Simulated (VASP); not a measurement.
# Zn16S15N (a cell with a defect) in VASP: electric field gradients with PBE

Aim: the electric field gradients of Zn16S15N (a cell with a defect) with PBE.

Program: VASP 6.6.1. These are calculated values, not measurements. Logs are shortened: lines on timing, memory, paths and dates and some standing lists are left out, and cuts for length are marked.

**1. The cell of the first run**

The cell holds a defect, 32 atoms: a = 7.612 Å, b = 7.612 Å, c = 12.476 Å, α = 90.00°, β = 90.00°, γ = 120.00°.

**2. Electric field gradients, PBE**

Input file INCAR:

```
SYSTEM = Zn16S15N
PREC = Accurate
ENCUT = 520
EDIFF = 1E-8
ISMEAR = -1
SIGMA = 0.01
LREAL = Auto
LASPH = .True.
NELM = 100
ALGO = Normal
ISIF = 2
LWAVE = .False.
LCHARG = .False.
GGA = PE
LEFG = .True.
NELECT = 288.0
NBANDS = 166
```

Input file KPOINTS:

```
regular mesh
0
Gamma
  3 3 2
  0 0 0
```

Input file POSCAR:

```
Zn16S15N
1.0
    7.6115929341      0.0000000000      0.0000000000
   -3.8057964671      6.5918328442      0.0000000000
    0.0000000000      0.0000000000     12.4759632600
Zn N S
16 1 15
Direct
    0.1666666667      0.3333333333      0.0000698400
    0.1666666667      0.3333333333      0.5000698400
    0.1666666667      0.8333333333      0.0000698400
    0.1666666667      0.8333333333      0.5000698400
    0.6666666667      0.3333333333      0.0000698400
    0.6666666667      0.3333333333      0.5000698400
    0.6666666667      0.8333333333      0.0000698400
    0.6666666667      0.8333333333      0.5000698400
    0.3333333333      0.1666666667      0.2500698400
    0.3333333333      0.1666666667      0.7500698400
    0.3333333333      0.6666666667      0.2500698400
    0.3333333333      0.6666666667      0.7500698400
    0.8333333333      0.1666666667      0.2500698400
    0.8333333333      0.1666666667      0.7500698400
    0.8333333333      0.6666666667      0.2500698400
    0.8333333333      0.6666666667      0.7500698400
    0.1666666667      0.3333333333      0.1874301600
    0.1666666667      0.3333333333      0.6874301600
    0.1666666667      0.8333333333      0.1874301600
    0.1666666667      0.8333333333      0.6874301600
    0.6666666667      0.3333333333      0.1874301600
    0.6666666667      0.3333333333      0.6874301600
    0.6666666667      0.8333333333      0.1874301600
    0.6666666667      0.8333333333      0.6874301600
    0.3333333333      0.1666666667      0.4374301600
    0.3333333333      0.1666666667      0.9374301600
    0.3333333333      0.6666666667      0.4374301600
    0.3333333333      0.6666666667      0.9374301600
    0.8333333333      0.1666666667      0.4374301600
    0.8333333333      0.1666666667      0.9374301600
    0.8333333333      0.6666666667      0.4374301600
    0.8333333333      0.6666666667      0.9374301600
```

Potentials or basis: VASP PAW PBE potentials, release 64 (Zn, N, S).

Launch:

```sh
> cat potpaw_PBE.64/Zn/POTCAR potpaw_PBE.64/N/POTCAR potpaw_PBE.64/S/POTCAR > POTCAR
> mpirun -np 1 vasp_std > vasp.out
```

OUTCAR:

```text
SYSTEM = Zn16S15N
   PREC = Accurate
   ENCUT = 520
   EDIFF = 1E-8
   ISMEAR = -1
   LREAL = Auto
   LASPH = .True.
   NELM = 100
   ISIF = 2
   GGA = PE
   NELECT = 288.0

 ion  position               nearest neighbor table
   1  0.167  0.333  0.000-  26 2.33  30 2.33  28 2.33  17 2.34
   2  0.167  0.333  0.500-  25 2.33  29 2.33  27 2.33  18 2.34
   3  0.167  0.833  0.000-  28 2.33  32 2.33  26 2.33  19 2.34
   4  0.167  0.833  0.500-  27 2.33  31 2.33  25 2.33  20 2.34
   5  0.667  0.333  0.000-  30 2.33  26 2.33  32 2.33  21 2.34
   6  0.667  0.333  0.500-  29 2.33  25 2.33  31 2.33  22 2.34
[... 24 lines left out ...]
  31  0.833  0.667  0.437-   8 2.33   4 2.33   6 2.33  15 2.34
  32  0.833  0.667  0.937-   7 2.33   3 2.33   5 2.33  16 2.34

  LATTYP: Found a hexagonal cell.
 ALAT       =     7.6115929341
 C/A-ratio  =     1.6390738927

  Lattice vectors:

 A1 = (   7.6115929341,   0.0000000000,   0.0000000000)
 A2 = (  -3.8057964671,   6.5918328442,   0.0000000000)
 A3 = (   0.0000000000,   0.0000000000,  12.4759632600)

Analysis of symmetry for initial positions (statically):
=====================================================================
 Subroutine PRICEL returns:
 Original cell was already a primitive cell.

 Routine SETGRP: Setting up the symmetry group for a
 hexagonal supercell.

 Subroutine GETGRP returns: Found  6 space group operations
 (whereof  2 operations were pure point group operations)
 out of a pool of 24 trial point group operations.

The static configuration has the point symmetry C_1h.
 The point group associated with its full space group is C_3v.

Analysis of symmetry for dynamics (positions and initial velocities):
=====================================================================
 Subroutine PRICEL returns:
 Original cell was already a primitive cell.

 Routine SETGRP: Setting up the symmetry group for a
 hexagonal supercell.

 Subroutine GETGRP returns: Found  6 space group operations
 (whereof  2 operations were pure point group operations)
 out of a pool of 24 trial point group operations.

The dynamic configuration has the point symmetry C_1h.
 The point group associated with its full space group is C_3v.

 Subroutine INISYM returns: Found  6 space group operations
 (whereof  2 operations are pure point group operations),
 and found     1 'primitive' translations

----------------------------------------------------------------------------------------

                                     Primitive cell

  volume of cell :     625.9733

  direct lattice vectors                    reciprocal lattice vectors
     7.611592934  0.000000000  0.000000000     0.131378544  0.075851438  0.000000000
    -3.805796467  6.591832844  0.000000000     0.000000000  0.151702876  0.000000000
     0.000000000  0.000000000 12.475963260     0.000000000  0.000000000  0.080154132

  length of vectors
     7.611592934  7.611592934 12.475963260     0.151702876  0.151702876  0.080154132

  position of ions in fractional coordinates (direct lattice)
     0.166666667  0.333333333  0.000069840
     0.166666667  0.333333333  0.500069840
     0.166666667  0.833333333  0.000069840
     0.166666667  0.833333333  0.500069840
     0.666666667  0.333333333  0.000069840
     0.666666667  0.333333333  0.500069840
[... 24 lines left out ...]
     0.833333333  0.666666667  0.437430160
     0.833333333  0.666666667  0.937430160

  ion indices of the primitive-cell ions
   primitive index   ion index
                 1           1
                 2           2
                 3           3
                 4           4
                 5           5
                 6           6
[... 24 lines left out ...]
                31          31
                32          32

----------------------------------------------------------------------------------------

 KPOINTS: regular mesh

Automatic generation of k-mesh.
 Grid dimensions read from file:
 generate k-points for:    3    3    2

 Generating k-lattice:

  Cartesian coordinates                     Fractional coordinates (reciprocal lattice)
[... 32 lines left out ...]
   PREC   = accura    normal or accurate (medium, high low for compatibility)
   ISTART =      0    job   : 0-new  1-cont  2-samecut
   ICHARG =      2    charge: 1-file 2-atom 10-const
   ISPIN  =      1    spin polarized calculation?
   LNONCOLLINEAR =      F non collinear calculations
   LSORBIT =      F    spin-orbit coupling
   LASPH  =      T    aspherical Exc in radial PAW
   ENCUT  =  520.0 eV  38.22 Ry    6.18 a.u.  14.15 14.15 23.20*2*pi/ulx,y,z
   NELM   =    100;   NELMIN=  2; NELMDL= -5     # of ELM steps
   EDIFF  = 0.1E-07   stopping-criterion for ELM
   LREAL  =      T    real-space projection
   EDIFFG = 0.1E-06   stopping-criterion for IOM
   NSW    =      0    number of steps for IOM
   IBRION =     -1    ionic relax: 0-MD 1-quasi-New 2-CG
   NFREE  =      0    steps in history (QN), initial steepest desc. (CG)
   ISIF   =      2    stress and relaxation
   ISYM   =      2    0-nonsym 1-usesym 2-fastsym
   POTIM  = 0.5000    time-step for ionic-motion
   TEBEG  =    0.0;   TEEND  =   0.0 temperature during run
   PSTRESS=    0.0 pullay stress
   NELECT =     288.0000    total number of electrons
   NUPDOWN=      -1.0000    fix difference up-down
   EMIN   =  10.00;   EMAX   =-10.00  energy-range for DOS
   EFERMI =   0.00;   METHOD = LEGACY
   ISMEAR =    -1;   SIGMA  =   0.01  broadening in eV -4-tet -1-fermi 0-gaus
   EFERMI_NEDOS =   21; number of points for ismear=-14 and -15
   IALGO  =     38    algorithm
   IMIX   =      4    mixing-type and parameters
     AMIX     =   0.40;   BMIX     =  1.00
     AMIX_MAG =   1.60;   BMIX_MAG =  1.00
  volume/ion in A,a.u.               =      19.56       132.01
  Fermi-wavevector in a.u.,A,eV,Ry     =   1.263825  2.388284 21.731966  1.597254
  Thomas-Fermi vector in A             =   2.397162
   LORBIT       =      0    0 simple, 1 ext, 2 COOP (PROOUT), +10 PAW based schemes
   GGA     = PE    functional components
   LHFCALC =     F    Hartree Fock is set to
   AEXX    =    0.0000 exact exchange contribution
   IVDW    =     0    specifies the selected vdW correction
   LEPSILON=     F    determine dielectric tensor
   LRPA    =     F    only Hartree local field effects (RPA)
 non-spin polarized calculation
  energy-cutoff  :      520.00
  volume of cell :      625.97
 maximum number of plane-waves:     16908
 NGX is ok and might be reduce to    60
   NGX = 29   NGY = 29   NGZ = 47

 number of electron     287.9999985 magnetization

 Free energy of the ion-electron system (eV)
  ---------------------------------------------------
  ext. energy  EPLUGINS =         0.00000000
  ---------------------------------------------------
  free energy    TOTEN  =      -106.24832740 eV

  energy without entropy =     -106.24832740  energy(sigma->0) =     -106.24832740

 E-fermi :   3.6136     XC(G=0):  -9.6437

 val. band max:        3.3880957809   @ k =   0.0000   0.0000   0.0000
 cond. band min:       4.0827410602   @ k =   0.0000   0.0000   0.0000
 fundamental gap:      0.6946452794
 Fermi energy:         3.6135697111

 k-point     1 :       0.0000    0.0000    0.0000
  band No.  band energies     occupation
      1     -11.3895      2.00000
      2     -10.9137      2.00000
      3     -10.7974      2.00000
      4     -10.5321      2.00000
      5     -10.5195      2.00000
      6     -10.5195      2.00000
[... 943 lines left out ...]
    155       6.9958      0.00000
    156       7.0165      0.00000
 [bands above 156 left out]

------------------------ aborting loop because EDIFF is reached ----------------------------------------

  FORCE on cell =-STRESS in cart. coord.  units (eV):
  Direction    XX          YY          ZZ          XY          YZ          ZX
  --------------------------------------------------------------------------------------
  -------------------------------------------------------------------------------------
  Total       11.4999833     11.4999833     11.2590744     -0.0000000      0.0000000     -0.0000000
  in kB       29.4341815     29.4341815     28.8175759     -0.0000000      0.0000000     -0.0000000
  external PRESSURE =      29.2286463 kB  Pullay stress =       0.0000000 kB

 VOLUME and BASIS-vectors are now :
 -----------------------------------------------------------------------------
  energy-cutoff  :      520.00
  volume of cell :      625.97
      direct lattice vectors                 reciprocal lattice vectors
     7.611592934  0.000000000  0.000000000     0.131378544  0.075851438  0.000000000
    -3.805796467  6.591832844  0.000000000     0.000000000  0.151702876  0.000000000
     0.000000000  0.000000000 12.475963260     0.000000000  0.000000000  0.080154132

 POSITION                                       TOTAL-FORCE (eV/Angst)
 -----------------------------------------------------------------------------------
      0.00000      2.19728      0.00087         0.000000     -0.000000      2.605207
      0.00000      2.19728      6.23885         0.000000     -0.000000     -0.254966
     -1.90290      5.49319      0.00087         0.051688      0.029842      0.232689
     -1.90290      5.49319      6.23885         0.087221      0.050357     -0.087900
      3.80580      2.19728      0.00087         0.000000     -0.059684      0.232689
      3.80580      2.19728      6.23885         0.000000     -0.100714     -0.087900
[... 24 lines left out ...]
      3.80580      4.39456      5.45736         0.000000     -0.000000      0.104200
      3.80580      4.39456     11.69534         0.000000     -0.000000     -0.148897
 -----------------------------------------------------------------------------------
    total drift:                                0.000002     -0.000004     -0.015761

  FREE ENERGIE OF THE ION-ELECTRON SYSTEM (eV)
  ---------------------------------------------------
  free  energy   TOTEN  =      -106.2483274034 eV

  energy  without entropy=     -106.2483274033  energy(sigma->0) =     -106.24832740

 Electric field gradients (V/A^2)
---------------------------------------------------------------------
 ion       V_xx      V_yy      V_zz      V_xy      V_xz      V_yz
---------------------------------------------------------------------
   1       0.286     0.285    -0.571    -0.000    -0.000     0.000
   2      -2.183    -2.183     4.366    -0.000    -0.000     0.000
   3       2.624     1.378    -4.002     1.078     1.384     0.799
   4      -1.572    -2.922     4.494     1.168     0.590     0.341
   5       0.756     3.246    -4.002    -0.000    -0.000    -1.598
   6      -3.596    -0.898     4.494    -0.000    -0.000    -0.681
[... 24 lines left out ...]
  31       0.791     0.791    -1.582    -0.000    -0.000     0.000
  32      -3.165    -3.165     6.330    -0.000    -0.000     0.000
---------------------------------------------------------------------

 Electric field gradients after diagonalization (V/A^2)
 (convention: |V_zz| > |V_xx| > |V_yy|)
----------------------------------------------------------------------
 ion       V_xx      V_yy      V_zz     asymmetry (V_yy - V_xx)/ V_zz
----------------------------------------------------------------------
   1       0.286     0.285    -0.571       0.001
   2      -2.183    -2.182     4.366       0.000
   3       3.583     0.756    -4.339       0.651
   4      -3.596    -0.983     4.579       0.571
   5       3.583     0.756    -4.339       0.651
   6      -3.596    -0.983     4.579       0.571
[... 24 lines left out ...]
  31       0.791     0.791    -1.582       0.000
  32      -3.165    -3.165     6.330       0.000
----------------------------------------------------------------------

           NMR quadrupolar parameters

 Cq : quadrupolar parameter    Cq=e*Q*V_zz/h
 eta: asymmetry parameters     (V_yy - V_xx)/ V_zz
 Q  : nuclear electric quadrupole moment in mb (millibarn)
----------------------------------------------------------------------
 ion       Cq(MHz)       eta       Q (mb)
----------------------------------------------------------------------
   1      -0.001       0.001       1.000
   2       0.011       0.000       1.000
   3      -0.010       0.651       1.000
   4       0.011       0.571       1.000
   5      -0.010       0.651       1.000
   6       0.011       0.571       1.000
[... 24 lines left out ...]
  31      -0.004       0.000       1.000
  32       0.015       0.000       1.000
----------------------------------------------------------------------
```

Wall time 22 min (1 thread of Intel Xeon 6975P-C (Granite Rapids), shared host); peak memory 0.93 GiB.

Results:

| Quantity | Value |
| --- | --- |
| Free energy | -106.2483 eV |
| Largest force | 2.605 eV/Å |

Forces on the atoms (eV/Å):
```
Zn   0.000  0.000  2.605
Zn   0.000  0.000 -0.255
Zn   0.052  0.030  0.233
Zn   0.087  0.050 -0.088
Zn   0.000 -0.060  0.233
Zn   0.000 -0.101 -0.088
Zn  -0.052  0.030  0.233
Zn  -0.087  0.050 -0.088
Zn  -2.011  1.161 -1.020
Zn   0.029 -0.017  0.202
Zn   0.000 -2.322 -1.020
Zn   0.000  0.033  0.202
Zn   2.011  1.161 -1.020
Zn  -0.029 -0.017  0.202
Zn   0.000  0.000 -0.253
Zn   0.000  0.000  0.112
N    0.000  0.000  0.086
S    0.000  0.000 -0.011
S   -0.024 -0.014 -0.031
S   -0.041 -0.024 -0.021
S    0.000  0.028 -0.031
S    0.000  0.048 -0.021
S    0.024 -0.014 -0.031
S    0.041 -0.024 -0.021
S    0.061 -0.035  0.257
S    0.081 -0.047 -0.279
S    0.000  0.070  0.257
S    0.000  0.094 -0.279
S   -0.061 -0.035  0.257
S   -0.081 -0.047 -0.279
S    0.000  0.000  0.104
S    0.000  0.000 -0.149
```

Electric field gradients, principal values (V/Å²):
| atom | least | middle | greatest (by size) |
| --- | --- | --- | --- |
| 1 Zn | 0.285 | 0.286 | -0.571 |
| 2 Zn | -2.182 | -2.183 | 4.366 |
| 3 Zn | 0.756 | 3.583 | -4.339 |
| 4 Zn | -0.983 | -3.596 | 4.579 |
| 5 Zn | 0.756 | 3.583 | -4.339 |
| 6 Zn | -0.983 | -3.596 | 4.579 |
| 7 Zn | 0.756 | 3.583 | -4.339 |
| 8 Zn | -0.982 | -3.596 | 4.579 |
| 9 Zn | -1.469 | -5.699 | 7.168 |
| 10 Zn | 2.517 | 2.833 | -5.350 |
| 11 Zn | -1.469 | -5.698 | 7.168 |
| 12 Zn | 2.517 | 2.833 | -5.350 |
| 13 Zn | -1.469 | -5.698 | 7.168 |
| 14 Zn | 2.517 | 2.833 | -5.350 |
| 15 Zn | -4.334 | -4.335 | 8.668 |
| 16 Zn | 0.968 | 0.968 | -1.936 |
| 17 N | -4.462 | -4.463 | 8.925 |
| 18 S | 1.098 | 1.098 | -2.196 |
| 19 S | 2.233 | 16.887 | -19.120 |
| 20 S | 0.558 | 1.725 | -2.283 |
| 21 S | 2.233 | 16.887 | -19.120 |
| 22 S | 0.558 | 1.725 | -2.283 |
| 23 S | 2.234 | 16.887 | -19.121 |
| 24 S | 0.557 | 1.726 | -2.283 |
| 25 S | 3.544 | 6.868 | -10.412 |
| 26 S | 1.370 | 10.174 | -11.545 |
| 27 S | 3.543 | 6.868 | -10.412 |
| 28 S | 1.371 | 10.174 | -11.545 |
| 29 S | 3.543 | 6.868 | -10.412 |
| 30 S | 1.371 | 10.174 | -11.545 |
| 31 S | 0.791 | 0.791 | -1.582 |
| 32 S | -3.165 | -3.165 | 6.330 |

Caveat: the cell carries a net charge on a neutralising background, which shifts energy and pressure; the cell is charged against a uniform background, so pressure and absolute levels hang on convention; without QUAD_EFG the Cq values of the log hold for a quadrupole moment of 1 mb, not for the nuclei.
